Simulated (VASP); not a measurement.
# Te2Mo in VASP: a series of runs, part 2 of 2

VASP 6.6.1. The steps go on from the part before.

**4. Single point, r2SCAN (strain +0.0350 x Voigt [0, 0, 1, 0, 0, 0])**

File POSCAR:

```
Te2Mo
1.0
    3.5602328140      0.0000000000      0.0000000000
   -1.7801164070      3.0832520603      0.0000000000
    0.0000000000      0.0000000000     18.1373998437
Te Mo
2 1
Direct
    0.3333333333      0.6666666667      0.8978554500
    0.3333333333      0.6666666667      0.1021445500
    0.0000000000      0.0000000000      0.0000000000
```

File INCAR.step1:

```
PREC = Accurate
ENCUT = 520
ISMEAR = 0
SIGMA = 0.05
LREAL = False
LASPH = True
NELM = 80
NBANDS = 20
GGA = PE
ALGO = Normal
EDIFF = 1E-4
LWAVE = True
LCHARG = False
```

File INCAR.step2:

```
PREC = Accurate
ENCUT = 520
EDIFF = 1E-7
ISMEAR = 0
SIGMA = 0.05
LREAL = False
LASPH = True
NELM = 80
ALGO = Normal
ISIF = 2
LWAVE = False
LCHARG = False
METAGGA = R2SCAN
LMIXTAU = True
NBANDS = 20
ISTART = 1
```

File KPOINTS:

```
Automatic mesh
0
Gamma
  12 12 2
```

Potentials or basis: VASP PAW PBE potentials, release 64 (Te, Mo_sv).

Launch:

```sh
$ cat potpaw_PBE.64/Te/POTCAR potpaw_PBE.64/Mo_sv/POTCAR > POTCAR
$ cp INCAR.step1 INCAR
$ mpirun -np 1 vasp_std > vasp.out
$ cp INCAR.step2 INCAR
$ mpirun -np 1 vasp_std > vasp.out
```

OUTCAR:

```text
PREC = Accurate
   ENCUT = 520
   EDIFF = 1E-7
   ISMEAR = 0
   LREAL = False
   LASPH = True
   NELM = 80
   ISIF = 2
   METAGGA = R2SCAN
   ISTART = 1

 ion  position               nearest neighbor table
   1  0.333  0.667  0.898-   3 2.77   3 2.77   3 2.77
   2  0.333  0.667  0.102-   3 2.77   3 2.77   3 2.77
   3  0.000  0.000  0.000-   1 2.77   2 2.77   1 2.77   2 2.77   1 2.77   2 2.77

  LATTYP: Found a hexagonal cell.
 ALAT       =     3.5602328140
 C/A-ratio  =     5.0944420748

  Lattice vectors:

 A1 = (   3.5602328140,   0.0000000000,   0.0000000000)
 A2 = (  -1.7801164070,   3.0832520603,   0.0000000000)
 A3 = (   0.0000000000,   0.0000000000,  18.1373998437)

Analysis of symmetry for initial positions (statically):
=====================================================================
 Subroutine PRICEL returns:
 Original cell was already a primitive cell.

 Routine SETGRP: Setting up the symmetry group for a
 hexagonal supercell.

 Subroutine GETGRP returns: Found 12 space group operations
 (whereof 12 operations were pure point group operations)
 out of a pool of 24 trial point group operations.

The static configuration has the point symmetry D_3h.

Analysis of symmetry for dynamics (positions and initial velocities):
=====================================================================
 Subroutine PRICEL returns:
 Original cell was already a primitive cell.

 Routine SETGRP: Setting up the symmetry group for a
 hexagonal supercell.

 Subroutine GETGRP returns: Found 12 space group operations
 (whereof 12 operations were pure point group operations)
 out of a pool of 24 trial point group operations.

The dynamic configuration has the point symmetry D_3h.

[... 107 lines left out ...]
   ISYM   =      2    0-nonsym 1-usesym 2-fastsym
   POTIM  = 0.5000    time-step for ionic-motion
   TEBEG  =    0.0;   TEEND  =   0.0 temperature during run
   PSTRESS=    0.0 pullay stress
   NELECT =      26.0000    total number of electrons
   NUPDOWN=      -1.0000    fix difference up-down
   EMIN   =  10.00;   EMAX   =-10.00  energy-range for DOS
   EFERMI =   0.00;   METHOD = LEGACY
   ISMEAR =     0;   SIGMA  =   0.05  broadening in eV -4-tet -1-fermi 0-gaus
   EFERMI_NEDOS =   21; number of points for ismear=-14 and -15
   IALGO  =     38    algorithm
   IMIX   =      4    mixing-type and parameters
     AMIX     =   0.40;   BMIX     =  1.00
     AMIX_MAG =   1.60;   BMIX_MAG =  1.00
  volume/ion in A,a.u.               =      66.37       447.86
  Fermi-wavevector in a.u.,A,eV,Ry     =   0.830574  1.569558  9.386028  0.689854
  Thomas-Fermi vector in A             =   1.943315
   LORBIT       =      0    0 simple, 1 ext, 2 COOP (PROOUT), +10 PAW based schemes
   METAGGA = R2SCAN    functional components
   LHFCALC =     F    Hartree Fock is set to
   AEXX    =    0.0000 exact exchange contribution
   IVDW    =     0    specifies the selected vdW correction
   LEPSILON=     F    determine dielectric tensor
   LRPA    =     F    only Hartree local field effects (RPA)
 non-spin polarized calculation
 Gauss-broadening in eV      SIGMA  =   0.05
  energy-cutoff  :      520.00
  volume of cell :      199.10
 maximum number of plane-waves:      5419
 NGX is ok and might be reduce to    28
   NGX = 13   NGY = 13   NGZ = 67

 number of electron      25.9999995 magnetization

 Free energy of the ion-electron system (eV)
  ---------------------------------------------------
  ext. energy  EPLUGINS =         0.00000000
  ---------------------------------------------------
  free energy    TOTEN  =       -77.72022307 eV

  energy without entropy =      -77.72022307  energy(sigma->0) =      -77.72022307

 E-fermi :   0.3029     XC(G=0):  -4.6780

 val. band max:       -0.0919831179   @ k =   0.3333   0.3333   0.5000
 cond. band min:       1.0954071847   @ k =   0.3333   0.3333   0.5000
 fundamental gap:      1.1873903026
 Fermi energy:         0.3028742589

 k-point     1 :       0.0000    0.0000    0.0000
  band No.  band energies     occupation
      1     -62.8221      2.00000
      2     -36.2338      2.00000
      3     -36.1230      2.00000
      4     -36.1230      2.00000
      5     -13.1084      2.00000
      6     -12.2147      2.00000
[... 541 lines left out ...]
     19       6.0771      0.00000
     20       6.3158      0.00000

 [... further k-points ...]
[... 5 lines left out ...]
  --------------------------------------------------------------------------------------
  -------------------------------------------------------------------------------------
  Total       -0.9837567     -0.9837567     -2.9893668      0.0000000      0.0000000     -0.0000000
  in kB       -7.9165479     -7.9165479    -24.0562167      0.0000000      0.0000000     -0.0000000
  external PRESSURE =     -13.2964375 kB  Pullay stress =       0.0000000 kB

 VOLUME and BASIS-vectors are now :
 -----------------------------------------------------------------------------
  energy-cutoff  :      520.00
  volume of cell :      199.10
      direct lattice vectors                 reciprocal lattice vectors
     3.560232814  0.000000000  0.000000000     0.280880508  0.162166437  0.000000000
    -1.780116407  3.083252060  0.000000000     0.000000000  0.324332873  0.000000000
     0.000000000  0.000000000 18.137399844     0.000000000  0.000000000  0.055134695

 POSITION                                       TOTAL-FORCE (eV/Angst)
 -----------------------------------------------------------------------------------
     -0.00000      2.05550     16.28476         0.000000     -0.000000      0.804167
     -0.00000      2.05550      1.85264         0.000000     -0.000000     -0.804167
      0.00000      0.00000      0.00000        -0.000000      0.000000      0.000000
 -----------------------------------------------------------------------------------
    total drift:                               -0.000002      0.000001     -0.000000

  FREE ENERGIE OF THE ION-ELECTRON SYSTEM (eV)
  ---------------------------------------------------
  free  energy   TOTEN  =       -77.7202230732 eV

  energy  without entropy=      -77.7202230732  energy(sigma->0) =      -77.72022307
```

OUTCAR.step1:

```text
PREC = Accurate
   ENCUT = 520
   ISMEAR = 0
   LREAL = False
   LASPH = True
[... 778 lines left out ...]
     -0.00000      2.05550     16.28476         0.000000     -0.000000      0.564768
     -0.00000      2.05550      1.85264        -0.000000     -0.000000     -0.564768
      0.00000      0.00000      0.00000        -0.000000      0.000000      0.000000
 -----------------------------------------------------------------------------------
    total drift:                                0.000000     -0.000000     -0.000000

  FREE ENERGIE OF THE ION-ELECTRON SYSTEM (eV)
  ---------------------------------------------------
  free  energy   TOTEN  =       -17.9978729595 eV

  energy  without entropy=      -17.9978729595  energy(sigma->0) =      -17.99787296
```

It used 730 s of CPU time on 1 thread of Intel(R) Xeon(R) Platinum 8488C (Sapphire Rapids), with other jobs on the host.

Results:

```yaml
Free_energy: -77.7202 eV
Largest_force: 0.804 eV/Å
Band_gap_on_the_k_mesh: 1.19 eV
```

Forces on the atoms (eV/Å):
```
Te   0.000  0.000  0.804
Te   0.000  0.000 -0.804
Mo   0.000  0.000  0.000
```

Caveat: the cell differs from its parent crystal (strain +0.0350 x Voigt [0, 0, 1, 0, 0, 0]); the PAW data sets were made with another functional, which shifts forces and pressure a little; spin-orbit coupling is left out, which moves the levels of the heavy elements.

**5. Single point, r2SCAN (strain +0.0400 x Voigt [0, 0, 1, 0, 0, 0])**

Changes to POSCAR since step 4:

```diff
@@ -4,3 +4,3 @@
    -1.7801164070      3.0832520603      0.0000000000
-    0.0000000000      0.0000000000     18.1373998437
+    0.0000000000      0.0000000000     18.2250201328
 Te Mo
```

File INCAR.step1:

```
ALGO = Normal
EDIFF = 1E-4
ENCUT = 520
GGA = PE
ISMEAR = 0
LASPH = True
LCHARG = False
LREAL = False
LWAVE = True
NBANDS = 20
NELM = 60
PREC = Accurate
SIGMA = 0.05
```

File INCAR.step2:

```
ALGO = Normal
EDIFF = 1E-6
ENCUT = 520
ISIF = 2
ISMEAR = 0
ISTART = 1
LASPH = True
LCHARG = False
LMIXTAU = True
LREAL = False
LWAVE = False
METAGGA = R2SCAN
NBANDS = 20
NELM = 60
PREC = Accurate
SIGMA = 0.05
```

File KPOINTS:

```
k-points
0
Gamma
  12 12 2
```

Potentials or basis: VASP PAW PBE potentials, release 64 (Te, Mo_sv).

Launch:

```sh
$ cat potpaw_PBE.64/Te/POTCAR potpaw_PBE.64/Mo_sv/POTCAR > POTCAR
$ cp INCAR.step1 INCAR
$ mpirun -np 1 vasp_std > vasp.out
$ cp INCAR.step2 INCAR
$ mpirun -np 1 vasp_std > vasp.out
```

OUTCAR:

```text
EDIFF = 1E-6
   ENCUT = 520
   ISIF = 2
   ISMEAR = 0
   ISTART = 1
   LASPH = True
   LREAL = False
   METAGGA = R2SCAN
   NELM = 60
   PREC = Accurate

 ion  position               nearest neighbor table
   1  0.333  0.667  0.898-   3 2.77   3 2.77   3 2.77
   2  0.333  0.667  0.102-   3 2.77   3 2.77   3 2.77
   3  0.000  0.000  0.000-   1 2.77   2 2.77   1 2.77   2 2.77   1 2.77   2 2.77

  LATTYP: Found a hexagonal cell.
 ALAT       =     3.5602328140
 C/A-ratio  =     5.1190529061

  Lattice vectors:

 A1 = (   3.5602328140,   0.0000000000,   0.0000000000)
 A2 = (  -1.7801164070,   3.0832520603,   0.0000000000)
 A3 = (   0.0000000000,   0.0000000000,  18.2250201328)

Analysis of symmetry for initial positions (statically):
=====================================================================
 Subroutine PRICEL returns:
 Original cell was already a primitive cell.

 Routine SETGRP: Setting up the symmetry group for a
 hexagonal supercell.

 Subroutine GETGRP returns: Found 12 space group operations
 (whereof 12 operations were pure point group operations)
[... 159 lines left out ...]
 Free energy of the ion-electron system (eV)
  ---------------------------------------------------
  ext. energy  EPLUGINS =         0.00000000
  ---------------------------------------------------
  free energy    TOTEN  =       -77.70484436 eV

  energy without entropy =      -77.70484436  energy(sigma->0) =      -77.70484436

 E-fermi :   0.2653     XC(G=0):  -4.6479

 val. band max:       -0.1021771729   @ k =   0.3333   0.3333   0.5000
 cond. band min:       1.0927115050   @ k =   0.3333   0.3333   0.0000
 fundamental gap:      1.1948886779
 Fermi energy:         0.2653430240

 k-point     1 :       0.0000    0.0000    0.0000
  band No.  band energies     occupation
      1     -62.8440      2.00000
      2     -36.2546      2.00000
      3     -36.1411      2.00000
      4     -36.1411      2.00000
      5     -13.1055      2.00000
      6     -12.2331      2.00000
[... 541 lines left out ...]
     19       6.0420      0.00000
     20       6.3057      0.00000

 [... further k-points ...]
[... 5 lines left out ...]
  --------------------------------------------------------------------------------------
  -------------------------------------------------------------------------------------
  Total       -1.1176137     -1.1176137     -3.3989396      0.0000000      0.0000000     -0.0000000
  in kB       -8.9504912     -8.9504912    -27.2206557      0.0000000      0.0000000     -0.0000000
  external PRESSURE =     -15.0405460 kB  Pullay stress =       0.0000000 kB

 VOLUME and BASIS-vectors are now :
 -----------------------------------------------------------------------------
  energy-cutoff  :      520.00
  volume of cell :      200.06
      direct lattice vectors                 reciprocal lattice vectors
     3.560232814  0.000000000  0.000000000     0.280880508  0.162166437  0.000000000
    -1.780116407  3.083252060  0.000000000     0.000000000  0.324332873  0.000000000
     0.000000000  0.000000000 18.225020133     0.000000000  0.000000000  0.054869624

 POSITION                                       TOTAL-FORCE (eV/Angst)
 -----------------------------------------------------------------------------------
     -0.00000      2.05550     16.36343         0.000000      0.000000      0.909873
     -0.00000      2.05550      1.86159         0.000000     -0.000000     -0.909873
      0.00000      0.00000      0.00000        -0.000000      0.000000      0.000000
 -----------------------------------------------------------------------------------
    total drift:                                0.000000     -0.000000     -0.000000

  FREE ENERGIE OF THE ION-ELECTRON SYSTEM (eV)
  ---------------------------------------------------
  free  energy   TOTEN  =       -77.7048443576 eV

  energy  without entropy=      -77.7048443576  energy(sigma->0) =      -77.70484436
```

OUTCAR.step1:

```text
EDIFF = 1E-4
   ENCUT = 520
   GGA = PE
   ISMEAR = 0
[... 779 lines left out ...]
     -0.00000      2.05550     16.36343         0.000000     -0.000000      0.667719
     -0.00000      2.05550      1.86159         0.000000     -0.000000     -0.667719
      0.00000      0.00000      0.00000        -0.000000      0.000000      0.000000
 -----------------------------------------------------------------------------------
    total drift:                                0.000000     -0.000000     -0.000000

  FREE ENERGIE OF THE ION-ELECTRON SYSTEM (eV)
  ---------------------------------------------------
  free  energy   TOTEN  =       -17.9867220023 eV

  energy  without entropy=      -17.9867220023  energy(sigma->0) =      -17.98672200
```

OSZICAR.step1:

```text
N       E                     dE             d eps       ncg     rms          rms(c)
DAV:   1     0.125941979532E+03    0.12594E+03   -0.11493E+04  2032   0.103E+03
DAV:   2    -0.100744868952E+02   -0.13602E+03   -0.13257E+03  2080   0.217E+02
DAV:   3    -0.185226384862E+02   -0.84482E+01   -0.83550E+01  2056   0.438E+01
DAV:   4    -0.187173980244E+02   -0.19476E+00   -0.19441E+00  2140   0.684E+00
DAV:   5    -0.187194560572E+02   -0.20580E-02   -0.20580E-02  2084   0.762E-01    0.136E+01
DAV:   6    -0.183609957362E+02    0.35846E+00   -0.60109E+00  1592   0.127E+01    0.611E+00
DAV:   7    -0.182897267287E+02    0.71269E-01   -0.59837E+00  1648   0.109E+01    0.450E+00
DAV:   8    -0.179911440539E+02    0.29858E+00   -0.14026E+00  1708   0.572E+00    0.126E+00
DAV:   9    -0.179927072123E+02   -0.15632E-02   -0.10673E-01  1932   0.170E+00    0.776E-01
DAV:  10    -0.179870829411E+02    0.56243E-02   -0.25936E-02  1752   0.887E-01    0.200E-01
DAV:  11    -0.179867921199E+02    0.29082E-03   -0.97726E-04  2044   0.184E-01    0.758E-02
DAV:  12    -0.179867220023E+02    0.70118E-04   -0.17144E-04  1336   0.670E-02
   1 F= -.17986722E+02 E0= -.17986722E+02  d E =-.487363E-27
```

It used 540 s of CPU time on 1 thread of Intel(R) Xeon(R) Platinum 8488C (Sapphire Rapids), on a shared host.

What came out:

```
Free energy            : -77.7048 eV
Largest force          : 0.910 eV/Å
Band gap on the k mesh : 1.19 eV
```

Forces on the atoms (eV/Å):
```
Te   0.000  0.000  0.910
Te   0.000  0.000 -0.910
Mo   0.000  0.000  0.000
```

Levels at points of the mesh, in eV from the valence-band top:
```tsv
k point	band 10	band 11	band 12	band 13	band 14	band 15	band 16	band 17
(0.00, 0.00, 0.00)	-1.60	-0.87	-0.87	-0.59	3.06	3.06	3.28	3.28
(0.50, 0.00, 0.00)	-2.32	-1.90	-0.79	-0.37	1.47	1.78	3.29	3.55
(0.00, 0.00, 0.50)	-1.60	-0.87	-0.87	-0.59	3.06	3.06	3.28	3.28
(0.50, 0.00, 0.50)	-2.32	-1.90	-0.79	-0.37	1.47	1.78	3.29	3.55
```

Caveat: the cell differs from its parent crystal (strain +0.0400 x Voigt [0, 0, 1, 0, 0, 0]); the PAW data sets were made with another functional, which shifts forces and pressure a little; spin-orbit coupling is left out, which moves the levels of the heavy elements.

**6. The runs side by side**

```tsv
cell	gap on the mesh (eV)	largest force (eV/Å)
a = 3.560, b = 3.560, c = 17.875 Å, angles 90.0, 90.0, 120.0°, 3 atoms	1.16	0.47
a = 3.560, b = 3.560, c = 18.050 Å, angles 90.0, 90.0, 120.0°, 3 atoms	1.18	0.69
a = 3.560, b = 3.560, c = 18.137 Å, angles 90.0, 90.0, 120.0°, 3 atoms	1.19	0.80
a = 3.560, b = 3.560, c = 18.225 Å, angles 90.0, 90.0, 120.0°, 3 atoms	1.19	0.91
```

Alike in all rows: task single point; level r2SCAN; potentials or basis VASP PAW PBE potentials, release 64 (Te, Mo_sv); no spin polarisation; k mesh 12 × 12 × 2; cutoff (eV) 520; smearing gaussian 0.05 eV.

Caveats: the PAW data sets were made with another functional, which shifts forces and pressure a little; spin-orbit coupling is left out, which moves the levels of the heavy elements.

Absolute energies hang on the potentials; compare differences alone.
